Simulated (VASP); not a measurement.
# KBr (I4/mmm) in VASP: notebook, part 2 of 2

VASP 6.6.1.

## 3. Single point, PBEsol (strain -0.040 along x and y, +0.040 along z)

Contents of INCAR:

```
  ALGO = Normal
  EDIFF = 1E-6
  ENCUT = 520
  GGA = PS
  ISIF = 2
  ISMEAR = 0
  LASPH = True
  LCHARG = False
  LREAL = False
  LWAVE = False
  NBANDS = 15
  NELM = 80
  PREC = Accurate
  SIGMA = 0.05
```

Contents of KPOINTS:

```
k-points
0
Gamma
  6 6 6
```

Contents of POSCAR:

```
KBr
1.0
    0.0000000000      3.1608000000      3.4242000000
    3.1608000000      0.0000000000      3.4242000000
    3.1608000000      3.1608000000      0.0000000000
K Br
1 1
Direct
    0.0000000000      0.0000000000      0.0000000000
    0.5000000000      0.5000000000      0.5000000000
```

Potentials or basis: VASP PAW PBE potentials, release 64 (K_sv, Br).

Command:

```
> cat potpaw_PBE.64/K_sv/POTCAR potpaw_PBE.64/Br/POTCAR > POTCAR
> mpirun -np 1 vasp_std > vasp.out
```

OUTCAR:

```text
EDIFF = 1E-6
   ENCUT = 520
   GGA = PS
   ISIF = 2
   ISMEAR = 0
   LASPH = True
   LREAL = False
   NELM = 80
   PREC = Accurate

 ion  position               nearest neighbor table
   1  0.000  0.000  0.000-   2 3.16   2 3.16   2 3.16   2 3.16
   2  0.500  0.500  0.500-   1 3.16   1 3.16   1 3.16   1 3.16

  LATTYP: Found a body centered tetragonal cell.
 ALAT       =     4.4700462279
 C/A-ratio  =     1.5320646926

  Lattice vectors:

 A1 = (  -3.1608000000,   0.0000000000,   3.4242000000)
 A2 = (   3.1608000000,   0.0000000000,   3.4242000000)
 A3 = (   0.0000000000,   3.1608000000,  -3.4242000000)

Analysis of symmetry for initial positions (statically):
=====================================================================
 Subroutine PRICEL returns:
 Original cell was already a primitive cell.

 Routine SETGRP: Setting up the symmetry group for a
 body centered tetragonal supercell.

 Subroutine GETGRP returns: Found 16 space group operations
 (whereof 16 operations were pure point group operations)
 out of a pool of 16 trial point group operations.

The static configuration has the point symmetry D_4h.
[... 166 lines left out ...]
 fundamental gap:      4.3669918243
 Fermi energy:        -1.3493596392

 k-point     1 :       0.0000    0.0000    0.0000
  band No.  band energies     occupation
      1     -29.1233      2.00000
      2     -14.0040      2.00000
      3     -12.6773      2.00000
      4     -12.6773      2.00000
      5     -12.6723      2.00000
      6      -1.6604      2.00000
      7      -1.6046      2.00000
      8      -1.6046      2.00000
      9       2.7624      0.00000
     10       5.5643      0.00000
     11       6.0944      0.00000
     12       6.0944      0.00000
     13       6.6371      0.00000
     14       6.9517      0.00000
[... 401 lines left out ...]
      2     -13.9811      2.00000
      3     -12.7538      2.00000
      4     -12.7107      2.00000
      5     -12.6464      2.00000
      6      -2.4923      2.00000
      7      -2.1105      2.00000
      8      -1.9791      2.00000
      9       4.4855      0.00000
     10       5.8730      0.00000
     11       7.4096      0.00000
     12       8.0692      0.00000
     13       8.3704      0.00000
     14       8.9458      0.00000
     15       9.6300      0.00000

 [... further k-points ...]
[... 5 lines left out ...]
  --------------------------------------------------------------------------------------
  -------------------------------------------------------------------------------------
  Total        0.7271348      0.7271348     -0.3950209      0.0000000      0.0000000      0.0000000
  in kB       17.0271659     17.0271659     -9.2501240      0.0000000      0.0000000      0.0000000
  external PRESSURE =       8.2680693 kB  Pullay stress =       0.0000000 kB

 VOLUME and BASIS-vectors are now :
 -----------------------------------------------------------------------------
  energy-cutoff  :      520.00
  volume of cell :       68.42
      direct lattice vectors                 reciprocal lattice vectors
     0.000000000  3.160800000  3.424200000    -0.158187801  0.158187801  0.146019508
     3.160800000  0.000000000  3.424200000     0.158187801 -0.158187801  0.146019508
     3.160800000  3.160800000  0.000000000     0.158187801  0.158187801 -0.146019508

 POSITION                                       TOTAL-FORCE (eV/Angst)
 -----------------------------------------------------------------------------------
      0.00000      0.00000      0.00000        -0.000000      0.000000      0.000000
      3.16080      3.16080      3.42420         0.000000     -0.000000     -0.000000
 -----------------------------------------------------------------------------------
    total drift:                                0.000000      0.000000      0.000000

  FREE ENERGIE OF THE ION-ELECTRON SYSTEM (eV)
  ---------------------------------------------------
  free  energy   TOTEN  =        -6.4254460787 eV

  energy  without entropy=       -6.4254460787  energy(sigma->0) =       -6.42544608
```

OSZICAR:

```text
N       E                     dE             d eps       ncg     rms          rms(c)
DAV:   1     0.101871043051E+03    0.10187E+03   -0.68057E+03   900   0.935E+02
DAV:   2    -0.424838338490E+00   -0.10230E+03   -0.94101E+02  1189   0.232E+02
DAV:   3    -0.638197788034E+01   -0.59571E+01   -0.59265E+01  1286   0.494E+01
DAV:   4    -0.658586881649E+01   -0.20389E+00   -0.20386E+00  1309   0.811E+00
DAV:   5    -0.658771544464E+01   -0.18466E-02   -0.18466E-02  1279   0.834E-01    0.352E+00
DAV:   6    -0.643085343922E+01    0.15686E+00   -0.19675E-01  1124   0.229E+00    0.261E+00
DAV:   7    -0.641820628520E+01    0.12647E-01   -0.93458E-02  1222   0.171E+00    0.119E+00
DAV:   8    -0.642473586097E+01   -0.65296E-02   -0.10749E-02  1011   0.780E-01    0.148E-01
DAV:   9    -0.642505669622E+01   -0.32084E-03   -0.35577E-04  1259   0.110E-01    0.813E-02
DAV:  10    -0.642543870588E+01   -0.38201E-03   -0.43455E-04   949   0.114E-01    0.233E-02
DAV:  11    -0.642544385633E+01   -0.51504E-05   -0.14517E-05  1377   0.226E-02    0.544E-03
DAV:  12    -0.642544598382E+01   -0.21275E-05   -0.27989E-06   962   0.112E-02    0.477E-03
DAV:  13    -0.642544607867E+01   -0.94846E-07   -0.23118E-07   961   0.285E-03
   1 F= -.64254461E+01 E0= -.64254461E+01  d E =-.125917E-14
```

It took 15 s on 1 thread of Intel Xeon 6975P-C (Granite Rapids), shared host; peak memory 0.21 GiB.

Results:

```
Free energy            : -6.4254 eV
Pressure               : 0.8 GPa
Band gap on the k mesh : 4.37 eV, direct
```

Levels at points of the mesh, in eV from the valence-band top:
| k point | band 5 | band 6 | band 7 | band 8 | band 9 | band 10 | band 11 | band 12 |
| --- | --- | --- | --- | --- | --- | --- | --- | --- |
| (0.00, 0.00, 0.00) | -11.07 | -0.06 | 0.00 | 0.00 | 4.37 | 7.17 | 7.70 | 7.70 |
| (0.50, 0.00, 0.00) | -10.78 | -1.34 | -0.42 | -0.41 | 6.50 | 8.25 | 9.82 | 9.84 |
| (0.50, 0.50, 0.00) | -11.11 | -0.98 | -0.24 | -0.24 | 5.71 | 7.23 | 9.27 | 9.30 |
| (0.50, 0.00, 0.50) | -11.10 | -0.86 | -0.38 | -0.34 | 5.64 | 7.28 | 9.47 | 9.70 |

Caveat: the cell differs from its parent crystal (strain -0.040 along x and y, +0.040 along z); the PAW data sets were made with another functional, which shifts forces and pressure a little.

## 4. Single point, PBEsol (strain -0.040 along x and y, +0.080 along z)

Contents of INCAR:

```
SYSTEM = KBr
PREC = Accurate ; ENCUT = 520
EDIFF = 1E-6 ; ISMEAR = 0
SIGMA = 0.05 ; LREAL = .FALSE.
LASPH = .TRUE. ; NELM = 80
ALGO = Normal ; ISIF = 2
LWAVE = .FALSE. ; LCHARG = .TRUE.
GGA = PS ; LELF = .TRUE.
LVHAR = .TRUE. ; NBANDS = 15
```

Contents of KPOINTS:

```
Automatic mesh
0
G
  6 6 6
  0 0 0
```

Contents of POSCAR:

```
KBr
1.0
    0.0000000000      3.1608000000      3.5559000000
    3.1608000000      0.0000000000      3.5559000000
    3.1608000000      3.1608000000      0.0000000000
K Br
1 1
Direct
    0.0000000000      0.0000000000      0.0000000000
    0.5000000000      0.5000000000      0.5000000000
```

Command:

```
> cat potpaw_PBE.64/K_sv/POTCAR potpaw_PBE.64/Br/POTCAR > POTCAR
> mpirun -np 1 vasp_std > vasp.out
```

It took 19 s on 1 thread of Intel Xeon Platinum 8488C (Sapphire Rapids), shared host; peak memory 0.21 GiB.

The run converged. Its results:

- Free energy: -6.4052 eV
- Pressure: 0.5 GPa
- Band gap on the k mesh: 4.26 eV, direct

Stress tensor (GPa, compression positive):
```
 1.48  0.00  0.00
 0.00  1.48  0.00
 0.00  0.00 -1.49
```

Levels at points of the mesh, in eV from the valence-band top:
| k point | band 4 | band 5 | band 6 | band 7 | band 8 | band 9 | band 10 | band 11 | band 12 | band 13 |
| --- | --- | --- | --- | --- | --- | --- | --- | --- | --- | --- |
| (0.00, 0.00, 0.00) | -11.13 | -11.13 | -0.07 | 0.00 | 0.00 | 4.26 | 7.04 | 7.79 | 7.79 | 8.18 |
| (0.50, 0.00, 0.00) | -11.12 | -10.83 | -1.28 | -0.41 | -0.38 | 6.42 | 8.08 | 9.62 | 9.76 | 9.81 |
| (0.50, 0.50, 0.00) | -11.16 | -11.16 | -0.95 | -0.21 | -0.21 | 5.79 | 7.09 | 8.94 | 9.18 | 9.74 |
| (0.50, 0.00, 0.50) | -11.20 | -11.17 | -0.81 | -0.40 | -0.32 | 5.70 | 7.18 | 9.44 | 9.55 | 9.77 |

Caveat: the cell differs from its parent crystal (strain -0.040 along x and y, +0.080 along z); the PAW data sets were made with another functional, which shifts forces and pressure a little.

## 5. Summary

```tsv
cell	gap on the mesh (eV)	pressure (GPa)
a = 4.564, b = 4.564, c = 4.656 Å, angles 59.3, 59.3, 61.3°, 2 atoms	4.37	0.6
a = 4.660, b = 4.660, c = 4.470 Å, angles 61.3, 61.3, 57.3°, 2 atoms	4.37	0.8
a = 4.758, b = 4.758, c = 4.470 Å, angles 62.0, 62.0, 56.0°, 2 atoms	4.26	0.5
```

Alike in all rows: task single point; level PBEsol; potentials or basis VASP PAW PBE potentials, release 64 (K_sv, Br); no spin polarisation; k mesh 6 × 6 × 6; cutoff (eV) 520; smearing gaussian 0.05 eV.

Caveats: the PAW data sets were made with another functional, which shifts forces and pressure a little.

Total energies depend on the potentials used, so only differences within one code and one set of settings carry meaning.
